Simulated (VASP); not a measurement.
Set up this calculation in VASP 6.6.1, as the native input.

```yaml
Task: single point
Functional: PBE
Potentials_or_basis: VASP PAW PBE potentials, release 64 (Ag)
Cutoff: 520 eV
k_mesh: 15 × 15 × 15
Occupations: fermi-dirac, width 0.05 eV
Spin: no spin polarisation
Dipole_correction: no
Further_INCAR_settings: ALGO = Normal; EDIFF = 1e-06; NBANDS = 12
```

The structure of Ag lies in POSCAR:

```
Ag
1.0
    0.0000000000      2.0224612152      2.0224612152
    2.0224612152      0.0000000000      2.0224612152
    2.0224612152      2.0224612152      0.0000000000
Ag
1
Direct
    0.0000000000      0.0000000000      0.0000000000
```

This cell differs from its parent crystal: volume scaled by 0.97.

One way to write it, as run:

INCAR

```
SYSTEM = Ag
ALGO = Normal ; EDIFF = 1E-6
ENCUT = 520 ; GGA = PE
ISIF = 2 ; ISMEAR = -1
LASPH = .True. ; LCHARG = .False.
LREAL = .False. ; LWAVE = .False.
NBANDS = 12 ; NELM = 80
PREC = Accurate ; SIGMA = 0.05
```

KPOINTS

```
k-points
0
Gamma
  15 15 15
  0 0 0
```

Potentials or basis: VASP PAW PBE potentials, release 64 (Ag).

Command:

```bash
$ cat potpaw_PBE.64/Ag/POTCAR > POTCAR
$ mpirun -np 1 vasp_std > vasp.out
```

It gave:

- Pressure: 8.2 GPa

It took 10 s on 1 thread of Intel(R) Xeon(R) Platinum 8488C (Sapphire Rapids) (shared host), peak memory 0.15 GiB.
